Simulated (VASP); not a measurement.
# BN (P1) in VASP: single point with PBEsol

Aim: the single point of BN with PBEsol.

All numbers are computed with VASP 6.6.1; they aren't measurements. Logs are shortened: lines on timing, memory, paths and dates and some standing lists are left out, and cuts for length are marked.

**1. The cell of the first run**

The typed cell holds 12 atoms: a = 2.541 Å, b = 2.541 Å, c = 12.620 Å, α = 88.85°, β = 87.69°, γ = 60.00°.

**2. Single point, PBEsol**

INCAR reads:

```
PREC = Accurate
ENCUT = 600
EDIFF = 1E-6
ISMEAR = 0
SIGMA = 0.05
LREAL = False
LASPH = True
NELM = 120
ALGO = Normal
ISIF = 2
LWAVE = False
LCHARG = False
GGA = PS
NBANDS = 36
GGA_COMPAT = False
```

KPOINTS reads:

```
regular mesh
0
Gamma
  10 10 2
```

POSCAR reads:

```
BN
1.0
   -2.5410113134      0.0000000000      0.0000000000
   -1.2705056567     -2.2005803487      0.0000000000
   -0.5082022627      0.0000000000     12.6098865131
B N
6 6
Direct
    0.6208578003      0.6666666667      0.2290443320
    0.5541911336      0.6666666667      0.5623776653
    0.4875244669      0.6666666667      0.8957109987
    0.3208578003      0.3333333333      0.0623776653
    0.2541911336      0.3333333333      0.3957109987
    0.1875244669      0.3333333333      0.7290443320
    0.6458221997      0.6666666667      0.1042223347
    0.5791555331      0.6666666667      0.4375556680
    0.5124888664      0.6666666667      0.7708890013
    0.1458221997      0.3333333333      0.9375556680
    0.2791555331      0.3333333333      0.2708890013
    0.2124888664      0.3333333333      0.6042223347
```

Potentials or basis: VASP PAW PBE potentials, release 64 (B, N).

Command:

```console
$ cat potpaw_PBE.64/B/POTCAR potpaw_PBE.64/N/POTCAR > POTCAR
$ mpirun -np 1 vasp_std > vasp.out
```

OUTCAR:

```text
PREC = Accurate
   ENCUT = 600
   EDIFF = 1E-6
   ISMEAR = 0
   LREAL = False
   LASPH = True
   NELM = 120
   ISIF = 2
   GGA = PS

 ion  position               nearest neighbor table
   1  0.621  0.667  0.229-  11 1.56  11 1.56  11 1.56   7 1.57
   2  0.554  0.667  0.562-  12 1.56  12 1.56  12 1.56   8 1.57
   3  0.488  0.667  0.896-  10 1.56  10 1.56  10 1.56   9 1.57
   4  0.321  0.333  0.062-   7 1.56   7 1.56   7 1.56  10 1.65
   5  0.254  0.333  0.396-   8 1.56   8 1.56   8 1.56  11 1.57
   6  0.188  0.333  0.729-   9 1.56   9 1.56   9 1.56  12 1.57
   7  0.646  0.667  0.104-   4 1.56   4 1.56   4 1.56   1 1.57
   8  0.579  0.667  0.438-   5 1.56   5 1.56   5 1.56   2 1.57
   9  0.512  0.667  0.771-   6 1.56   6 1.56   6 1.56   3 1.57
  10  0.146  0.333  0.938-   3 1.56   3 1.56   3 1.56   4 1.65
  11  0.279  0.333  0.271-   1 1.56   1 1.56   1 1.56   5 1.57
  12  0.212  0.333  0.604-   2 1.56   2 1.56   2 1.56   6 1.57

  LATTYP: Found a base centered monoclinic cell.
 ALAT       =     2.5410113134
 B/A-ratio  =     1.7320508076
 C/A-ratio  =     4.9665749410
 COS(beta)  =    -0.0402692001

  Lattice vectors:

 A1 = (   1.2705056567,  -2.2005803487,   0.0000000000)
 A2 = (   1.2705056567,   2.2005803487,   0.0000000000)
 A3 = (  -0.5082022627,   0.0000000000,  12.6098865131)

Analysis of symmetry for initial positions (statically):
=====================================================================
 Subroutine PRICEL returns:
 Original cell was already a primitive cell.

 Routine SETGRP: Setting up the symmetry group for a
 base centered monoclinic supercell.

 Subroutine GETGRP returns: Found  1 space group operations
 (whereof  1 operations were pure point group operations)
 out of a pool of  4 trial point group operations.

The static configuration has the point symmetry C_1 .

Analysis of symmetry for dynamics (positions and initial velocities):
=====================================================================
 Subroutine PRICEL returns:
 Original cell was already a primitive cell.

 Routine SETGRP: Setting up the symmetry group for a
 base centered monoclinic supercell.

 Subroutine GETGRP returns: Found  1 space group operations
 (whereof  1 operations were pure point group operations)
 out of a pool of  4 trial point group operations.

The dynamic configuration has the point symmetry C_1 .

 Subroutine INISYM returns: Found  1 space group operations
 (whereof  1 operations are pure point group operations),
 and found     1 'primitive' translations

----------------------------------------------------------------------------------------

                                     Primitive cell

  volume of cell :      70.5107

  direct lattice vectors                    reciprocal lattice vectors
    -2.541011313  0.000000000  0.000000000    -0.393544096  0.227212790 -0.015860571
    -1.270505657 -2.200580349  0.000000000     0.000000000 -0.454425579  0.000000000
    -0.508202263  0.000000000 12.609886513     0.000000000  0.000000000  0.079302855

  length of vectors
     2.541011313  2.541011313 12.620123114     0.454702282  0.454425579  0.079302855

  position of ions in fractional coordinates (direct lattice)
     0.620857800  0.666666667  0.229044332
     0.554191134  0.666666667  0.562377665
     0.487524467  0.666666667  0.895710999
     0.320857800  0.333333333  0.062377665
     0.254191134  0.333333333  0.395710999
     0.187524467  0.333333333  0.729044332
     0.645822200  0.666666667  0.104222335
     0.579155533  0.666666667  0.437555668
     0.512488866  0.666666667  0.770889001
     0.145822200  0.333333333  0.937555668
     0.279155533  0.333333333  0.270889001
     0.212488866  0.333333333  0.604222335

  ion indices of the primitive-cell ions
   primitive index   ion index
                 1           1
                 2           2
                 3           3
                 4           4
                 5           5
                 6           6
                 7           7
                 8           8
                 9           9
                10          10
                11          11
                12          12

----------------------------------------------------------------------------------------

 KPOINTS: regular mesh

Automatic generation of k-mesh.
 Grid dimensions read from file:
 generate k-points for:   10   10    2

 Generating k-lattice:

  Cartesian coordinates                     Fractional coordinates (reciprocal lattice)
    -0.039354410  0.022721279 -0.001586057     0.100000000  0.000000000  0.000000000
     0.000000000 -0.045442558  0.000000000     0.000000000  0.100000000  0.000000000
     0.000000000  0.000000000  0.039651427     0.000000000  0.000000000  0.500000000

  Length of vectors
     0.045470228  0.045442558  0.039651427

  Shift w.r.t. Gamma in fractional coordinates (k-lattice)
     0.000000000  0.000000000  0.000000000

 Subroutine IBZKPT returns following result:
 ===========================================

 Found    104 irreducible k-points:

 Following reciprocal coordinates:
            Coordinates               Weight
  0.000000  0.000000  0.000000      1.000000
  0.100000  0.000000  0.000000      2.000000
 -0.100000 -0.100000 -0.000000      2.000000
  0.200000  0.000000  0.000000      2.000000
 -0.200000 -0.200000 -0.000000      2.000000
  0.300000 -0.000000 -0.000000      2.000000
[... 16 lines left out ...]
  0.300000  0.400000 -0.000000      2.000000
 -0.200000  0.100000 -0.000000      2.000000
 [... further k-points ...]
   k-points           NKPTS =    104   k-points in BZ     NKDIM =    104   number of bands    NBANDS=     36
   number of dos      NEDOS =    301   number of ions     NIONS =     12
   total plane-waves  NPLWV =  43200
   dimension x,y,z NGX =    20 NGY =   20 NGZ =  108
   dimension x,y,z NGXF=    40 NGYF=   40 NGZF=  216
   ions per type =               6   6
   NGX,Y,Z   is equivalent  to a cutoff of  13.09, 13.09, 14.23 a.u.
   NGXF,Y,Z  is equivalent  to a cutoff of  26.17, 26.17, 28.45 a.u.
 SYSTEM =  unknown system
   PREC   = accura    normal or accurate (medium, high low for compatibility)
   ISTART =      0    job   : 0-new  1-cont  2-samecut
   ICHARG =      2    charge: 1-file 2-atom 10-const
   ISPIN  =      1    spin polarized calculation?
   LNONCOLLINEAR =      F non collinear calculations
   LSORBIT =      F    spin-orbit coupling
   LASPH  =      T    aspherical Exc in radial PAW
   ENCUT  =  600.0 eV  44.10 Ry    6.64 a.u.   5.08  5.08 25.21*2*pi/ulx,y,z
   NELM   =    120;   NELMIN=  2; NELMDL= -5     # of ELM steps
   EDIFF  = 0.1E-05   stopping-criterion for ELM
   LREAL  =      F    real-space projection
   EDIFFG = 0.1E-04   stopping-criterion for IOM
   NSW    =      0    number of steps for IOM
   IBRION =     -1    ionic relax: 0-MD 1-quasi-New 2-CG
   NFREE  =      0    steps in history (QN), initial steepest desc. (CG)
   ISIF   =      2    stress and relaxation
   ISYM   =      2    0-nonsym 1-usesym 2-fastsym
   POTIM  = 0.5000    time-step for ionic-motion
   TEBEG  =    0.0;   TEEND  =   0.0 temperature during run
   PSTRESS=    0.0 pullay stress
   NELECT =      48.0000    total number of electrons
   NUPDOWN=      -1.0000    fix difference up-down
   EMIN   =  10.00;   EMAX   =-10.00  energy-range for DOS
   EFERMI =   0.00;   METHOD = LEGACY
   ISMEAR =     0;   SIGMA  =   0.05  broadening in eV -4-tet -1-fermi 0-gaus
   EFERMI_NEDOS =   21; number of points for ismear=-14 and -15
   IALGO  =     38    algorithm
   IMIX   =      4    mixing-type and parameters
     AMIX     =   0.40;   BMIX     =  1.00
     AMIX_MAG =   1.60;   BMIX_MAG =  1.00
  volume/ion in A,a.u.               =       5.88        39.65
  Fermi-wavevector in a.u.,A,eV,Ry     =   1.440136  2.721463 28.218379  2.073992
  Thomas-Fermi vector in A             =   2.558914
   LORBIT       =      0    0 simple, 1 ext, 2 COOP (PROOUT), +10 PAW based schemes
   GGA     = PS    functional components
   LHFCALC =     F    Hartree Fock is set to
   AEXX    =    0.0000 exact exchange contribution
   IVDW    =     0    specifies the selected vdW correction
   LEPSILON=     F    determine dielectric tensor
   LRPA    =     F    only Hartree local field effects (RPA)
 non-spin polarized calculation
 Gauss-broadening in eV      SIGMA  =   0.05
  energy-cutoff  :      600.00
  volume of cell :       70.51
 maximum number of plane-waves:      2375
   NGX = 11   NGY = 11   NGZ = 51

 number of electron      47.9999997 magnetization

 Free energy of the ion-electron system (eV)
  ---------------------------------------------------
  ext. energy  EPLUGINS =         0.00000000
  ---------------------------------------------------
  free energy    TOTEN  =      -109.17724177 eV

  energy without entropy =     -109.17724177  energy(sigma->0) =     -109.17724177

 E-fermi :   8.0453     XC(G=0): -13.0422

 val. band max:        7.7570256551   @ k =   0.0000   0.0000   0.0000
 cond. band min:      12.5756512687   @ k =   0.3000  -0.4000  -0.0000
 fundamental gap:      4.8186256136
 Fermi energy:         8.0452660230

 k-point     1 :       0.0000    0.0000    0.0000
  band No.  band energies     occupation
      1     -12.9037      2.00000
      2     -12.2535      2.00000
      3     -12.1892      2.00000
      4     -10.3931      2.00000
      5     -10.3241      2.00000
      6      -8.6454      2.00000
[... 28 lines left out ...]
     35      17.1902      0.00000
     36      17.5901      0.00000

 k-point     2 :       0.1000    0.0000    0.0000
  band No.  band energies     occupation
      1     -12.6835      2.00000
      2     -12.0484      2.00000
      3     -11.9624      2.00000
      4     -10.2197      2.00000
      5     -10.0997      2.00000
      6      -8.4774      2.00000
[... 28 lines left out ...]
     35      17.8044      0.00000
     36      17.9199      0.00000

 k-point     3 :      -0.1000   -0.1000   -0.0000
  band No.  band energies     occupation
      1     -12.6845      2.00000
      2     -12.0485      2.00000
      3     -11.9637      2.00000
      4     -10.2177      2.00000
      5     -10.1012      2.00000
      6      -8.4751      2.00000
[... 28 lines left out ...]
     35      17.8171      0.00000
     36      17.9051      0.00000

 k-point     4 :       0.2000    0.0000    0.0000
  band No.  band energies     occupation
      1     -12.0326      2.00000
      2     -11.4345      2.00000
      3     -11.3038      2.00000
      4      -9.6862      2.00000
      5      -9.4812      2.00000
      6      -8.0087      2.00000
[... 28 lines left out ...]
     35      18.4856      0.00000
     36      18.7478      0.00000

 k-point     5 :      -0.2000   -0.2000   -0.0000
  band No.  band energies     occupation
      1     -12.0375      2.00000
      2     -11.4357      2.00000
      3     -11.3095      2.00000
      4      -9.6791      2.00000
      5      -9.4856      2.00000
      6      -7.9970      2.00000
[... 655 lines left out ...]
 k-point    22 :      -0.3000    0.1000    0.0000
  band No.  band energies     occupation
      1     -10.2015      2.00000
      2      -9.7069      2.00000
      3      -9.5197      2.00000
      4      -8.2922      2.00000
      5      -8.0054      2.00000
      6      -7.0899      2.00000
[... 28 lines left out ...]
     35      19.0807      0.00000
     36      19.5371      0.00000

 k-point    23 :       0.3000    0.4000   -0.0000
  band No.  band energies     occupation
      1     -10.2335      2.00000
      2      -9.7148      2.00000
      3      -9.5537      2.00000
      4      -8.2508      2.00000
      5      -8.0192      2.00000
      6      -7.0122      2.00000
[... 28 lines left out ...]
     35      19.2426      0.00000
     36      19.5196      0.00000

 k-point    24 :      -0.2000    0.1000   -0.0000
  band No.  band energies     occupation
      1     -11.3985      2.00000
      2     -10.8207      2.00000
      3     -10.6876      2.00000
      4      -9.1499      2.00000
      5      -8.9430      2.00000
      6      -7.6029      2.00000
[... 28 lines left out ...]
     35      18.7536      0.00000
     36      19.0655      0.00000

 [... further k-points ...]

------------------------ aborting loop because EDIFF is reached ----------------------------------------

  FORCE on cell =-STRESS in cart. coord.  units (eV):
  Direction    XX          YY          ZZ          XY          YZ          ZX
  --------------------------------------------------------------------------------------
  -------------------------------------------------------------------------------------
  Total       -1.1712587      0.4091375      1.0272897     -0.5458683     -0.6891623      5.2354397
  in kB      -26.6138927      9.2966152     23.3425610    -12.4034765    -15.6594707    118.9621325
  external PRESSURE =       2.0084278 kB  Pullay stress =       0.0000000 kB

 VOLUME and BASIS-vectors are now :
 -----------------------------------------------------------------------------
  energy-cutoff  :      600.00
  volume of cell :       70.51
      direct lattice vectors                 reciprocal lattice vectors
    -2.541011313  0.000000000  0.000000000    -0.393544096  0.227212790 -0.015860571
    -1.270505657 -2.200580349  0.000000000     0.000000000 -0.454425579  0.000000000
    -0.508202263  0.000000000 12.609886513     0.000000000  0.000000000  0.079302855

 POSITION                                       TOTAL-FORCE (eV/Angst)
 -----------------------------------------------------------------------------------
     -2.54101     -1.46705      2.88822         0.148860     -0.064248      0.114313
     -2.54101     -1.46705      7.09152        -0.001157     -0.000011      0.055228
     -2.54101     -1.46705     11.29481        -0.132414     -0.194625     -0.000462
     -1.27051     -0.73353      0.78658         2.331882      0.067559     -0.079408
     -1.27051     -0.73353      4.98987         0.002037     -0.004115      0.057105
     -1.27051     -0.73353      9.19317        -0.024218      0.002674      0.060617
     -2.54101     -1.46705      1.31423         0.243982     -0.260966      0.203955
     -2.54101     -1.46705      5.51753         0.001155     -0.000129     -0.055176
     -2.54101     -1.46705      9.72082        -0.139687      0.018255     -0.126775
     -1.27051     -0.73353     11.82247        -2.436449      0.445412     -0.121143
     -1.27051     -0.73353      3.41588         0.008391     -0.009983     -0.050201
     -1.27051     -0.73353      7.61918        -0.002381      0.000176     -0.058052
 -----------------------------------------------------------------------------------
    total drift:                                0.000129     -0.000018      0.000214

  FREE ENERGIE OF THE ION-ELECTRON SYSTEM (eV)
  ---------------------------------------------------
  free  energy   TOTEN  =      -109.1772417719 eV

  energy  without entropy=     -109.1772417719  energy(sigma->0) =     -109.17724177
```

It took 2.5 min on 1 thread of Intel Xeon 6975P-C (Granite Rapids), shared host; peak memory 0.34 GiB.

What came out:

```yaml
Free_energy: -109.1772 eV
Pressure: 0.2 GPa
Largest_force: 2.480 eV/Å
Band_gap_on_the_k_mesh: 4.82 eV (least direct gap 7.04 eV)
```

Forces on the atoms (eV/Å):
```
B    0.149 -0.064  0.114
B   -0.001  0.000  0.055
B   -0.132 -0.195  0.000
B    2.332  0.068 -0.079
B    0.002 -0.004  0.057
B   -0.024  0.003  0.061
N    0.244 -0.261  0.204
N    0.001  0.000 -0.055
N   -0.140  0.018 -0.127
N   -2.436  0.445 -0.121
N    0.008 -0.010 -0.050
N   -0.002  0.000 -0.058
```

Stress tensor (GPa, compression positive):
```
-2.66 -1.24 11.90
-1.24  0.93 -1.57
11.90 -1.57  2.33
```

Caveat: the PAW data sets were made with another functional, which shifts forces and pressure a little.
